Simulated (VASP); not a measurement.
# SnO (P4/nmm) in VASP: relaxation of cell and atoms with r2SCAN

Aim: the relaxation of cell and atoms of SnO with r2SCAN.

Everything below comes from runs of VASP 6.6.1. Logs are shortened: lines on timing, memory, paths and dates and some standing lists are left out, and cuts for length are marked.

**1. The cell of the first run**

The structure is tetragonal, space group P4/nmm (No. 129). The conventional cell has a = 3.799 Å, b = 3.799 Å, c = 4.841 Å, α = 90.00°, β = 90.00°, γ = 90.00°. Sn (site symmetry 4mm) has 4 O at 2.22 Å within 2.9 Å. O (site symmetry -4m2) has 4 Sn at 2.22 Å and 4 O at 2.69 Å within 2.9 Å.

**2. Relaxation of cell and atoms, r2SCAN**

POSCAR reads:

```
SnO
1.0
    3.7986000000      0.0000000000      0.0000000000
    0.0000000000      3.7986000000      0.0000000000
    0.0000000000      0.0000000000      4.8408000000
Sn O
2 2
Direct
    0.5000000000      0.0000000000      0.2369000000
    0.0000000000      0.5000000000      0.7631000000
    0.0000000000      0.0000000000      0.0000000000
    0.5000000000      0.5000000000      0.0000000000
```

INCAR.step1 reads:

```
PREC = Accurate
ENCUT = 600
ISMEAR = -1
SIGMA = 0.1
LREAL = False
LASPH = True
NELM = 100
GGA = PE
ALGO = Normal
EDIFF = 1E-4
LWAVE = True
LCHARG = False
KPAR = 4
```

INCAR.step2 reads:

```
PREC = Accurate
ENCUT = 600
EDIFF = 1E-6
ISMEAR = -1
SIGMA = 0.1
LREAL = False
LASPH = True
NELM = 100
ALGO = Normal
ISIF = 3
LWAVE = False
LCHARG = False
METAGGA = R2SCAN
LMIXTAU = True
IBRION = 2
NSW = 80
EDIFFG = -0.01
ISTART = 1
KPAR = 4
```

KPOINTS reads:

```
Automatic mesh
0
Gamma
  8 8 7
```

Potentials or basis: VASP PAW PBE potentials, release 64 (Sn_d, O).

Launch:

```console
> cat potpaw_PBE.64/Sn_d/POTCAR potpaw_PBE.64/O/POTCAR > POTCAR
> cp INCAR.step1 INCAR
> mpirun -np 4 vasp_std > vasp.out
> cp INCAR.step2 INCAR
> mpirun -np 4 vasp_std > vasp.out
```

OUTCAR:

```text
PREC = Accurate
   ENCUT = 600
   EDIFF = 1E-6
   ISMEAR = -1
   LREAL = False
   LASPH = True
   NELM = 100
   ISIF = 3
   METAGGA = R2SCAN
   IBRION = 2
   NSW = 80
   EDIFFG = -0.01
   ISTART = 1

 ion  position               nearest neighbor table
   1  0.500  0.000  0.237-   3 2.22   4 2.22   4 2.22   3 2.22   2 3.53   2 3.53   2 3.53   2 3.53
                             2 3.70   2 3.70   2 3.70   2 3.70
   2  0.000  0.500  0.763-   3 2.22   4 2.22   3 2.22   4 2.22   1 3.53   1 3.53   1 3.53   1 3.53
                             1 3.70   1 3.70   1 3.70   1 3.70
   3  0.000  0.000  0.000-   1 2.22   2 2.22   2 2.22   1 2.22
   4  0.500  0.500  0.000-   1 2.22   2 2.22   1 2.22   2 2.22

  LATTYP: Found a simple tetragonal cell.
 ALAT       =     3.7986000000
 C/A-ratio  =     1.2743642395

  Lattice vectors:

 A1 = (   3.7986000000,   0.0000000000,   0.0000000000)
 A2 = (   0.0000000000,   3.7986000000,   0.0000000000)
 A3 = (   0.0000000000,   0.0000000000,   4.8408000000)

Analysis of symmetry for initial positions (statically):
=====================================================================
 Subroutine PRICEL returns:
 Original cell was already a primitive cell.

 Routine SETGRP: Setting up the symmetry group for a
 simple tetragonal supercell.

 Subroutine GETGRP returns: Found 16 space group operations
 (whereof  8 operations were pure point group operations)
 out of a pool of 16 trial point group operations.

The static configuration has the point symmetry D_2d.
 The point group associated with its full space group is D_4h.

Analysis of symmetry for dynamics (positions and initial velocities):
=====================================================================
 Subroutine PRICEL returns:
 Original cell was already a primitive cell.

 Routine SETGRP: Setting up the symmetry group for a
 simple tetragonal supercell.

 Subroutine GETGRP returns: Found 16 space group operations
 (whereof  8 operations were pure point group operations)
 out of a pool of 16 trial point group operations.

The dynamic configuration has the point symmetry D_2d.
 The point group associated with its full space group is D_4h.

 Subroutine INISYM returns: Found 16 space group operations
 (whereof  8 operations are pure point group operations),
 and found     1 'primitive' translations

----------------------------------------------------------------------------------------

                                     Primitive cell

  volume of cell :      69.8497

  direct lattice vectors                    reciprocal lattice vectors
[... 101 lines left out ...]
   PSTRESS=    0.0 pullay stress
   NELECT =      40.0000    total number of electrons
   NUPDOWN=      -1.0000    fix difference up-down
   EMIN   =  10.00;   EMAX   =-10.00  energy-range for DOS
   EFERMI =   0.00;   METHOD = LEGACY
   ISMEAR =    -1;   SIGMA  =   0.10  broadening in eV -4-tet -1-fermi 0-gaus
   EFERMI_NEDOS =   21; number of points for ismear=-14 and -15
   IALGO  =     38    algorithm
   IMIX   =      4    mixing-type and parameters
     AMIX     =   0.40;   BMIX     =  1.00
     AMIX_MAG =   1.60;   BMIX_MAG =  1.00
  volume/ion in A,a.u.               =      17.46       117.84
  Fermi-wavevector in a.u.,A,eV,Ry     =   1.359482  2.569048 25.146163  1.848191
  Thomas-Fermi vector in A             =   2.486226
   LORBIT       =      0    0 simple, 1 ext, 2 COOP (PROOUT), +10 PAW based schemes
   METAGGA = R2SCAN    functional components
   LHFCALC =     F    Hartree Fock is set to
   AEXX    =    0.0000 exact exchange contribution
   IVDW    =     0    specifies the selected vdW correction
   LEPSILON=     F    determine dielectric tensor
   LRPA    =     F    only Hartree local field effects (RPA)
 conjugate gradient relaxation of ions
 non-spin polarized calculation
  energy-cutoff  :      600.00
  volume of cell :       69.85
 maximum number of plane-waves:      2351
   NGX = 15   NGY = 15   NGZ = 19

--------------------------------------- Ionic step        1  -------------------------------------------

 number of electron      40.0000023 magnetization

 Free energy of the ion-electron system (eV)
  ---------------------------------------------------
  ext. energy  EPLUGINS =         0.00000000
  ---------------------------------------------------
  free energy    TOTEN  =       -66.90869885 eV

  energy without entropy =      -66.90586030  energy(sigma->0) =      -66.90727957

------------------------ aborting loop because EDIFF is reached ----------------------------------------

  FORCE on cell =-STRESS in cart. coord.  units (eV):
  Direction    XX          YY          ZZ          XY          YZ          ZX
  --------------------------------------------------------------------------------------
  -------------------------------------------------------------------------------------
  Total        0.5284072      0.5284072      0.4725747      0.0000000     -0.0000000      0.0000000
  in kB       12.1203467     12.1203467     10.8396872      0.0000000     -0.0000000      0.0000000
  external PRESSURE =      11.6934602 kB  Pullay stress =       0.0000000 kB
[... 291 lines left out ...]
--------------------------------------- Ionic step        9  -------------------------------------------

 number of electron      40.0000019 magnetization

 Free energy of the ion-electron system (eV)
  ---------------------------------------------------
  ext. energy  EPLUGINS =         0.00000000
  ---------------------------------------------------
  free energy    TOTEN  =       -66.91194717 eV

  energy without entropy =      -66.90967893  energy(sigma->0) =      -66.91081305

 E-fermi :   7.1850     XC(G=0): -10.8512

 val. band max:        6.9843685105   @ k =   0.0000   0.0000   0.0000
 cond. band min:       7.2570771081   @ k =   0.5000   0.5000   0.0000
 fundamental gap:      0.2727085976
 Fermi energy:         7.1849754639

 k-point     1 :       0.0000    0.0000    0.0000
  band No.  band energies     occupation
      1     -15.9400      2.00000
      2     -15.3942      2.00000
      3     -15.3806      2.00000
      4     -15.3806      2.00000
      5     -15.3353      2.00000
      6     -15.3125      2.00000
[... 637 lines left out ...]
     23      12.3910      0.00000
     24      12.3910      0.00000

 [... further k-points ...]

------------------------ aborting loop because EDIFF is reached ----------------------------------------

  FORCE on cell =-STRESS in cart. coord.  units (eV):
  Direction    XX          YY          ZZ          XY          YZ          ZX
  --------------------------------------------------------------------------------------
  -------------------------------------------------------------------------------------
  Total       -0.0080901     -0.0080901      0.0068886      0.0000000      0.0000000      0.0000000
  in kB       -0.1824686     -0.1824686      0.1553680      0.0000000      0.0000000      0.0000000
  external PRESSURE =      -0.0698564 kB  Pullay stress =       0.0000000 kB
[... 19 lines left out ...]
  FREE ENERGIE OF THE ION-ELECTRON SYSTEM (eV)
  ---------------------------------------------------
  free  energy   TOTEN  =       -66.9119471711 eV

  energy  without entropy=      -66.9096789327  energy(sigma->0) =      -66.91081305

 reached required accuracy - stopping structural energy minimisation
```

It took 8.3 min on 4 MPI ranks of Intel Xeon Platinum 8488C (Sapphire Rapids), shared host; peak memory 0.26 GiB.

What came out:

- Free energy: -66.9119 eV
- Relaxed volume: 17.76 Å³/atom
- Relaxed cell: a = 3.812 Å, b = 3.812 Å, c = 4.888 Å, α = 90.00°, β = 90.00°, γ = 90.00°
- Space group after relaxing (to 0.1 Å): P4/nmm (No. 129)
- Energy gained by relaxing: 0.8 meV/atom
- Ionic steps: 9
- Pressure after relaxing: 0.0 GPa
- Band gap on the k mesh: 0.27 eV (least direct gap 2.35 eV)

Forces on the atoms (eV/Å):
```
Sn   0.000  0.000 -0.003
Sn   0.000  0.000  0.003
O    0.000  0.000  0.000
O    0.000  0.000  0.000
```

The path:
```csv
step,energy change (eV),largest force (eV/Å),pressure (GPa),volume (Å³)
1,0.0000,0.1543,1.17,69.85
2,0.0009,0.2563,-1.14,71.15
3,-0.0027,0.0399,0.08,70.45
4,-0.0028,0.0241,0.04,70.54
5,-0.0029,0.0131,0.03,70.62
6,-0.0029,0.0085,-0.01,70.77
7,-0.0029,0.0028,0.01,70.70
8,-0.0031,0.0013,0.03,70.79
9,-0.0032,0.0027,-0.01,71.04
```

Final structure:
```cif
data_structure
_symmetry_space_group_name_H-M 'P 1'
_symmetry_Int_Tables_number 1
_cell_length_a 3.8122
_cell_length_b 3.8122
_cell_length_c 4.8879
_cell_angle_alpha 90.000
_cell_angle_beta 90.000
_cell_angle_gamma 90.000
_cell_volume 71.04
loop_
_atom_site_label
_atom_site_type_symbol
_atom_site_fract_x
_atom_site_fract_y
_atom_site_fract_z
_atom_site_occupancy
Sn1 Sn 0.50000 0.00000 0.23565 1
Sn2 Sn 0.00000 0.50000 0.76435 1
O1 O 0.00000 0.00000 0.00000 1
O2 O 0.50000 0.50000 0.00000 1
```

Caveat: semilocal functionals underestimate gaps, and a narrow one can read as zero; the PAW data sets were made with another functional, which shifts forces and pressure a little; spin-orbit coupling is left out, which moves the levels of the heavy elements. Zero-point motion and thermal expansion aren't in these numbers.
